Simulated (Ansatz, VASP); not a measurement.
## One calculation of HgTe, two programs

The input POSCAR:

```
HgTe
1.0
    0.0000000000      3.2363705031      3.2363705031
    3.2363705031      0.0000000000      3.2363705031
    3.2363705031      3.2363705031      0.0000000000
Hg Te
1 1
Direct
    0.0000000000      0.0000000000      0.0000000000
    0.2500000000      0.2500000000      0.2500000000
```

File INCAR.step1:

```
SYSTEM = HgTe
ALGO     = Normal         ! electronic algorithm
EDIFF    = 1E-5           ! SCF threshold, eV
ENCUT    = 550            ! plane-wave cutoff, eV
GGA      = PE             ! functional
GGA_COMPAT= .False.      
ISMEAR   = 0              ! smearing method
LASPH    = .True.         ! aspherical terms in the spheres
LCHARG   = .False.        ! write CHGCAR
LREAL    = .False.        ! projectors in reciprocal space
LWAVE    = .True.         ! write WAVECAR
NBANDS   = 16             ! bands
NELM     = 120            ! most SCF steps
PREC     = Accurate       ! precision mode
SIGMA    = 0.05           ! smearing width, eV
```

Contents of INCAR.step2:

```
SYSTEM = HgTe
ALGO     = Normal         ! electronic algorithm
BPARAM   = 11.95        
CPARAM   = 0.0093       
EDIFF    = 1E-6           ! SCF threshold, eV
ENCUT    = 550            ! plane-wave cutoff, eV
GGA_COMPAT= .False.      
ISIF     = 2              ! what is computed and relaxed
ISMEAR   = 0              ! smearing method
ISTART   = 1            
IVDW_NL  = 2            
LASPH    = .True.         ! aspherical terms in the spheres
LCHARG   = .False.        ! write CHGCAR
LMIXTAU  = .True.       
LREAL    = .False.        ! projectors in reciprocal space
LUSE_VDW = .True.       
LWAVE    = .False.        ! write WAVECAR
METAGGA  = R2SCAN         ! meta-GGA
NBANDS   = 16             ! bands
NELM     = 120            ! most SCF steps
PREC     = Accurate       ! precision mode
SIGMA    = 0.05           ! smearing width, eV
```

KPOINTS

```
k-points
0
Gamma
  6 6 6
  0 0 0
```

Input for Ansatz:

```yaml
crystal:
  lattice:
    - [0.0, 3.2363705031, 3.2363705031]
    - [3.2363705031, 0.0, 3.2363705031]
    - [3.2363705031, 3.2363705031, 0.0]
  atoms:
    - { symbol: Hg, position: [0.0, 0.0, 0.0] }
    - { symbol: Te, position: [0.25, 0.25, 0.25] }
basis:
  ecutwfc: 500
  ecutrho_ratio: 4
kpoints:
  mp_grid: { grid: [6, 6, 6] }
hamiltonian:
  xc: r2scan
  dispersion: rvv10
scf:
  occupations: { method: gaussian, width: 0.05 }
output:
  forces: true
  stress: true
  eigenvalues: true
```

Alike in both runs: task single point; functional r2SCAN; dispersion rVV10; k mesh 6 × 6 × 6; occupations gaussian, width 0.05 eV; no spin polarisation.

|  | VASP | Ansatz |
| --- | --- | --- |
| version | VASP 6.6.1 | Ansatz 0.2.0 |
| potentials or method | VASP PAW PBE potentials, release 64 (Hg, Te), cutoff 550 eV | scalar-relativistic, plane waves, PAW |
| valence electrons in the cell | 18 | 36 |

VASP gave:

* gap on the k mesh at the Fermi level (eV): none
* pressure (GPa): 1.5

Estimate Ansatz's values.

gap on the k mesh at the Fermi level (eV): none; pressure (GPa): 1.2.

VASP's potentials were made for PBE, not for r2SCAN. A gap of «none» marks a metal or a gap that the smearing closes. VASP's potentials hold 18 valence electrons a cell and Ansatz's 36, so a difference there can come from the potentials and not from the codes.

Spin-orbit coupling is off throughout.
